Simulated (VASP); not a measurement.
# Cs3AsAu (Pm-3m) in VASP: further runs

Runs on Cs3AsAu. Level: PBE. Tasks: single point, relaxation of cell and atoms.

All numbers are computed with VASP 6.6.1; they aren't measurements. Logs are shortened: lines on timing, memory, paths and dates and some standing lists are left out, and cuts for length are marked.

**1. The cell of the first run**

Symmetry: Pm-3m, No. 221, cubic system. Conventional cell: a = 6.068 Å, b = 6.068 Å, c = 6.068 Å, α = 90.00°, β = 90.00°, γ = 90.00°. Within 4.0 Å of Cs (site symmetry 4/mmm) lie 2 As at 3.03 Å. As (site symmetry m-3m) has 6 Cs at 3.03 Å within 4.0 Å. Au (site symmetry m-3m) has 12 Cs at 4.29 Å and 8 As at 5.26 Å within 5.6 Å.

**2. Single point, PBE**

INCAR

```
PREC = Accurate ; ENCUT = 520
EDIFF = 1E-7 ; ISMEAR = 0
SIGMA = 0.1 ; LREAL = False
LASPH = True ; NELM = 60
ALGO = Fast ; ISIF = 2
LWAVE = False ; LCHARG = False
GGA = PE ; NBANDS = 30
```

KPOINTS

```
Automatic mesh
0
Gamma
  4 4 4
```

POSCAR

```
Cs3AsAu
1.0
    6.0679754800      0.0000000000      0.0000000000
    0.0000000000      6.0679754800      0.0000000000
    0.0000000000      0.0000000000      6.0679754800
Cs As Au
3 1 1
Direct
    0.5000000000      0.0000000000      0.0000000000
    0.0000000000      0.5000000000      0.0000000000
    0.0000000000      0.0000000000      0.5000000000
    0.0000000000      0.0000000000      0.0000000000
    0.5000000000      0.5000000000      0.5000000000
```

Potentials or basis: VASP PAW PBE potentials, release 64 (Cs_sv, As, Au).

The run is started by

```console
$ cat potpaw_PBE.64/Cs_sv/POTCAR potpaw_PBE.64/As/POTCAR potpaw_PBE.64/Au/POTCAR > POTCAR
$ mpirun -np 1 vasp_std > vasp.out
```

OUTCAR:

```text
PREC = Accurate
   ENCUT = 520
   EDIFF = 1E-7
   ISMEAR = 0
   LREAL = False
   LASPH = True
   NELM = 60
   ISIF = 2
   GGA = PE

 ion  position               nearest neighbor table
   1  0.500  0.000  0.000-   4 3.03   4 3.03
   2  0.000  0.500  0.000-   4 3.03   4 3.03
   3  0.000  0.000  0.500-   4 3.03   4 3.03
   4  0.000  0.000  0.000-   1 3.03   2 3.03   3 3.03   3 3.03   2 3.03   1 3.03
   5  0.500  0.500  0.500-

  LATTYP: Found a simple cubic cell.
 ALAT       =     6.0679754800

  Lattice vectors:

 A1 = (   6.0679754800,   0.0000000000,   0.0000000000)
 A2 = (   0.0000000000,   6.0679754800,   0.0000000000)
 A3 = (   0.0000000000,   0.0000000000,   6.0679754800)

Analysis of symmetry for initial positions (statically):
=====================================================================
 Subroutine PRICEL returns:
 Original cell was already a primitive cell.

 Routine SETGRP: Setting up the symmetry group for a
 simple cubic supercell.

 Subroutine GETGRP returns: Found 48 space group operations
 (whereof 48 operations were pure point group operations)
 out of a pool of 48 trial point group operations.

The static configuration has the point symmetry O_h .

Analysis of symmetry for dynamics (positions and initial velocities):
=====================================================================
 Subroutine PRICEL returns:
 Original cell was already a primitive cell.

 Routine SETGRP: Setting up the symmetry group for a
 simple cubic supercell.

 Subroutine GETGRP returns: Found 48 space group operations
 (whereof 48 operations were pure point group operations)
 out of a pool of 48 trial point group operations.

The dynamic configuration has the point symmetry O_h .

 Subroutine INISYM returns: Found 48 space group operations
 (whereof 48 operations are pure point group operations),
 and found     1 'primitive' translations

----------------------------------------------------------------------------------------

                                     Primitive cell

  volume of cell :     223.4248

  direct lattice vectors                    reciprocal lattice vectors
[... 75 lines left out ...]
   LASPH  =      T    aspherical Exc in radial PAW
   ENCUT  =  520.0 eV  38.22 Ry    6.18 a.u.  11.28 11.28 11.28*2*pi/ulx,y,z
   NELM   =     60;   NELMIN=  2; NELMDL= -5     # of ELM steps
   EDIFF  = 0.1E-06   stopping-criterion for ELM
   LREAL  =      F    real-space projection
   EDIFFG = 0.1E-05   stopping-criterion for IOM
   NSW    =      0    number of steps for IOM
   IBRION =     -1    ionic relax: 0-MD 1-quasi-New 2-CG
   NFREE  =      0    steps in history (QN), initial steepest desc. (CG)
   ISIF   =      2    stress and relaxation
   ISYM   =      2    0-nonsym 1-usesym 2-fastsym
   POTIM  = 0.5000    time-step for ionic-motion
   TEBEG  =    0.0;   TEEND  =   0.0 temperature during run
   PSTRESS=    0.0 pullay stress
   NELECT =      43.0000    total number of electrons
   NUPDOWN=      -1.0000    fix difference up-down
   EMIN   =  10.00;   EMAX   =-10.00  energy-range for DOS
   EFERMI =   0.00;   METHOD = LEGACY
   ISMEAR =     0;   SIGMA  =   0.10  broadening in eV -4-tet -1-fermi 0-gaus
   EFERMI_NEDOS =   21; number of points for ismear=-14 and -15
   IALGO  =     68    algorithm
   IMIX   =      4    mixing-type and parameters
     AMIX     =   0.40;   BMIX     =  1.00
     AMIX_MAG =   1.60;   BMIX_MAG =  1.00
  volume/ion in A,a.u.               =      44.68       301.55
  Fermi-wavevector in a.u.,A,eV,Ry     =   0.945193  1.786156 12.155306  0.893390
  Thomas-Fermi vector in A             =   2.073071
   LORBIT       =      0    0 simple, 1 ext, 2 COOP (PROOUT), +10 PAW based schemes
   GGA     = PE    functional components
   LHFCALC =     F    Hartree Fock is set to
   AEXX    =    0.0000 exact exchange contribution
   IVDW    =     0    specifies the selected vdW correction
   LEPSILON=     F    determine dielectric tensor
   LRPA    =     F    only Hartree local field effects (RPA)
 non-spin polarized calculation
 RMM-DIIS sequential band-by-band and
 Gauss-broadening in eV      SIGMA  =   0.10
  energy-cutoff  :      520.00
  volume of cell :      223.42
 maximum number of plane-waves:      6062
 NGX is ok and might be reduce to    48
   NGX = 23   NGY = 23   NGZ = 23

 number of electron      43.0000008 magnetization

 Free energy of the ion-electron system (eV)
  ---------------------------------------------------
  ext. energy  EPLUGINS =         0.00000000
  ---------------------------------------------------
  free energy    TOTEN  =        -9.59204246 eV

  energy without entropy =       -9.57653224  energy(sigma->0) =       -9.58428735

 E-fermi :   2.7052     XC(G=0):  -7.6865

 val. band max:        2.6638165053   @ k =   0.5000   0.2500   0.0000
 cond. band min:       2.7895731696   @ k =   0.2500   0.2500   0.0000
 fundamental gap:      0.1257566643
 Fermi energy:         2.7052249847

 k-point     1 :       0.0000    0.0000    0.0000
  band No.  band energies     occupation
      1     -20.1911      2.00000
      2     -20.0188      2.00000
      3     -20.0188      2.00000
      4      -7.6510      2.00000
      5      -7.6510      2.00000
      6      -7.6510      2.00000
[... 319 lines left out ...]
     29       6.1783      0.00000
     30       6.1783      0.00000

------------------------ aborting loop because EDIFF is reached ----------------------------------------

  FORCE on cell =-STRESS in cart. coord.  units (eV):
  Direction    XX          YY          ZZ          XY          YZ          ZX
  --------------------------------------------------------------------------------------
  -------------------------------------------------------------------------------------
  Total        8.1698763      8.1698763      8.1698763      0.0000000     -0.0000000      0.0000000
  in kB       58.5861033     58.5861033     58.5861033      0.0000000     -0.0000000      0.0000000
  external PRESSURE =      58.5861033 kB  Pullay stress =       0.0000000 kB

 VOLUME and BASIS-vectors are now :
 -----------------------------------------------------------------------------
  energy-cutoff  :      520.00
  volume of cell :      223.42
      direct lattice vectors                 reciprocal lattice vectors
     6.067975480  0.000000000  0.000000000     0.164799611  0.000000000  0.000000000
     0.000000000  6.067975480  0.000000000     0.000000000  0.164799611  0.000000000
     0.000000000  0.000000000  6.067975480     0.000000000  0.000000000  0.164799611

 POSITION                                       TOTAL-FORCE (eV/Angst)
 -----------------------------------------------------------------------------------
      3.03399      0.00000      0.00000         0.000000      0.000000      0.000000
      0.00000      3.03399      0.00000         0.000000      0.000000      0.000000
      0.00000      0.00000      3.03399         0.000000      0.000000      0.000000
      0.00000      0.00000      0.00000         0.000000      0.000000      0.000000
      3.03399      3.03399      3.03399         0.000000      0.000000      0.000000
 -----------------------------------------------------------------------------------
    total drift:                                0.000000     -0.000000      0.000000

  FREE ENERGIE OF THE ION-ELECTRON SYSTEM (eV)
  ---------------------------------------------------
  free  energy   TOTEN  =        -9.5920424590 eV

  energy  without entropy=       -9.5765322424  energy(sigma->0) =       -9.58428735
```

Wall time 79 s (1 thread of Intel Xeon Platinum 8259CL at 2.50GHz (Skylake/Cascade Lake), shared host); peak memory 0.36 GiB.

What came out:

| Property | Result |
| --- | --- |
| Free energy | -9.5920 eV |
| Pressure | 5.9 GPa |

Caveat: spin-orbit coupling is left out, which moves the levels of the heavy elements.

**3. Single point, PBE**

This run uses another cell than the first one, of 65.35 Å³/atom, 1.462 times its volume.

INCAR

```
SYSTEM = Cs3AsAu
PREC = Accurate ; ENCUT = 520
EDIFF = 1E-6 ; ISMEAR = 0
SIGMA = 0.1 ; LREAL = .FALSE.
LASPH = .TRUE. ; NELM = 100
ALGO = Normal ; ISIF = 2
LWAVE = .FALSE. ; LCHARG = .TRUE.
GGA = PE ; LELF = .TRUE.
LVHAR = .TRUE. ; NBANDS = 30
```

KPOINTS

```
Automatic mesh
0
G
  6 6 6
  0 0 0
```

POSCAR: that of step 2 with these lines changed.

```diff
@@ -2,5 +2,5 @@
 1.0
-    6.0679754800      0.0000000000      0.0000000000
-    0.0000000000      6.0679754800      0.0000000000
-    0.0000000000      0.0000000000      6.0679754800
+    6.8875784787      0.0000000000      0.0000000000
+    0.0000000000      6.8875784787      0.0000000000
+    0.0000000000      0.0000000000      6.8875784787
 Cs As Au
```

Potentials or basis: VASP PAW PBE potentials, release 64 (Cs_sv, As, Au).

The run is started by

```console
$ cat potpaw_PBE.64/Cs_sv/POTCAR potpaw_PBE.64/As/POTCAR potpaw_PBE.64/Au/POTCAR > POTCAR
$ mpirun -np 1 vasp_std > vasp.out
```

Run time: 2 min. Hardware: 1 thread of Intel Xeon 6975P-C (Granite Rapids), shared host; peak memory 0.51 GiB.

Results (log left out):

```
Free energy : -10.9473 eV
Pressure    : 0.0 GPa
```

Levels at points of the mesh, in eV from the Fermi level:
```csv
k point,band 18,band 19,band 20,band 21,band 22,band 23,band 24,band 25
"(0.00, 0.00, 0.00)",-2.13,-1.96,0.27,0.27,0.27,2.31,2.37,2.37
"(0.50, 0.00, 0.00)",-2.12,-1.75,-0.74,0.14,0.14,0.91,2.27,2.27
"(0.50, 0.50, 0.00)",-2.11,-1.64,-0.93,-0.93,0.01,1.61,1.61,2.20
"(0.50, 0.50, 0.50)",-2.11,-1.69,-1.03,-1.03,-1.03,2.19,2.19,2.19
```

Caveat: spin-orbit coupling is left out, which moves the levels of the heavy elements.

**4. Relaxation of cell and atoms, PBE**

This run uses another cell than the first one, of 62.68 Å³/atom, 1.403 times its volume.

INCAR

```
SYSTEM = Cs3AsAu
PREC = Accurate
ENCUT = 600
EDIFF = 1E-6
ISMEAR = 0
SIGMA = 0.1
LREAL = .False.
LASPH = .True.
NELM = 100
ALGO = Normal
ISIF = 3
LWAVE = .False.
LCHARG = .False.
GGA = PE
IBRION = 2
NSW = 100
EDIFFG = -0.01
```

KPOINTS

```
regular mesh
0
Gamma
  6 6 6
  0 0 0
```

POSCAR: that of step 3 with these lines changed.

```diff
@@ -2,5 +2,5 @@
 1.0
-    6.8875784787      0.0000000000      0.0000000000
-    0.0000000000      6.8875784787      0.0000000000
-    0.0000000000      0.0000000000      6.8875784787
+    6.7926510968      0.0000000000      0.0000000000
+    0.0000000000      6.7926510968      0.0000000000
+    0.0000000000      0.0000000000      6.7926510968
 Cs As Au
```

The run is started by

```console
$ cat potpaw_PBE.64/Cs_sv/POTCAR potpaw_PBE.64/As/POTCAR potpaw_PBE.64/Au/POTCAR > POTCAR
$ mpirun -np 1 vasp_std > vasp.out
```

Wall time 5.2 min (1 thread of Intel Xeon 6975P-C (Granite Rapids), shared host); peak memory 0.56 GiB.

Results (log left out):

| Quantity | Value |
| --- | --- |
| Free energy | -10.9470 eV |
| Relaxed volume | 65.81 Å³/atom |
| Relaxed cell | a = 6.904 Å, b = 6.904 Å, c = 6.904 Å, α = 90.00°, β = 90.00°, γ = 90.00° |
| Space group after relaxing (to 0.05 Å) | Pm-3m (No. 221) |
| Energy gained by relaxing | 3.4 meV/atom |
| Ionic steps | 4 |
| Pressure after relaxing | 0.0 GPa |

Step by step:
| step | energy change (eV) | largest force (eV/Å) | pressure (GPa) | volume (Å³) |
| --- | --- | --- | --- | --- |
| 1 | 0.0000 | 0.0000 | 0.37 | 313.41 |
| 2 | -0.0117 | 0.0000 | 0.20 | 320.04 |
| 3 | -0.0170 | 0.0000 | -0.03 | 330.64 |
| 4 | -0.0172 | 0.0000 | 0.00 | 329.07 |

Final structure:
```
CELL_PARAMETERS angstrom
6.90392 0.00000 0.00000
0.00000 6.90392 0.00000
0.00000 0.00000 6.90392
ATOMIC_POSITIONS crystal
Cs 0.50000 0.00000 0.00000
Cs 0.00000 0.50000 0.00000
Cs 0.00000 0.00000 0.50000
As 0.00000 0.00000 0.00000
Au 0.50000 0.50000 0.50000
```

Levels at points of the mesh, in eV from the Fermi level:
```tsv
k point	band 19	band 20	band 21	band 22	band 23	band 24
(0.00, 0.00, 0.00)	-1.94	0.27	0.27	0.27	2.29	2.38
(0.50, 0.00, 0.00)	-1.73	-0.73	0.14	0.14	0.92	2.28
(0.50, 0.50, 0.00)	-1.63	-0.92	-0.92	0.01	1.62	1.62
(0.50, 0.50, 0.50)	-1.67	-1.01	-1.01	-1.01	2.20	2.20
```

Caveat: spin-orbit coupling is left out, which moves the levels of the heavy elements.

**5. Single point, PBE**

This run uses another cell than the first one, of 62.68 Å³/atom, 1.403 times its volume.

INCAR

```
ALGO     = Normal         # electronic algorithm
EDIFF    = 1E-7           # SCF threshold, eV
ENCUT    = 520            # plane-wave cutoff, eV
GGA      = PE             # functional
ISIF     = 2              # what is computed and relaxed
ISMEAR   = 0              # smearing method
LASPH    = T              # aspherical terms in the spheres
LCHARG   = F              # write CHGCAR
LREAL    = F              # projectors in reciprocal space
LWAVE    = F              # write WAVECAR
NBANDS   = 30             # bands
NELM     = 100            # most SCF steps
PREC     = Accurate       # precision mode
SIGMA    = 0.1            # smearing width, eV
```

KPOINTS

```
k-points
0
Gamma
  4 4 4
```

POSCAR is that of step 4.

The run is started by

```console
$ cat potpaw_PBE.64/Cs_sv/POTCAR potpaw_PBE.64/As/POTCAR potpaw_PBE.64/Au/POTCAR > POTCAR
$ mpirun -np 1 vasp_std > vasp.out
```

Run time: 69 s. Hardware: 1 thread of Intel Xeon 6975P-C (Granite Rapids), shared host; peak memory 0.44 GiB.

It converged, with:

| Property | Result |
| --- | --- |
| Free energy | -10.9747 eV |
| Pressure | 0.3 GPa |

Levels at points of the mesh, in eV from the Fermi level:
```
           k point  band 19  band 20  band 21  band 22  band 23  band 24  band 25  band 26
(0.00, 0.00, 0.00)    -2.19     0.20     0.20     0.20     2.24     2.24     2.28     2.39
(0.50, 0.00, 0.00)    -1.96    -0.91     0.05     0.05     0.74     2.11     2.11     2.56
(0.50, 0.50, 0.00)    -1.85    -1.11    -1.11    -0.10     1.45     1.45     2.02     3.11
(0.50, 0.50, 0.50)    -1.91    -1.22    -1.22    -1.22     2.06     2.06     2.06     3.04
```

Caveat: spin-orbit coupling is left out, which moves the levels of the heavy elements.

(Part 1 of 2 ends here.)
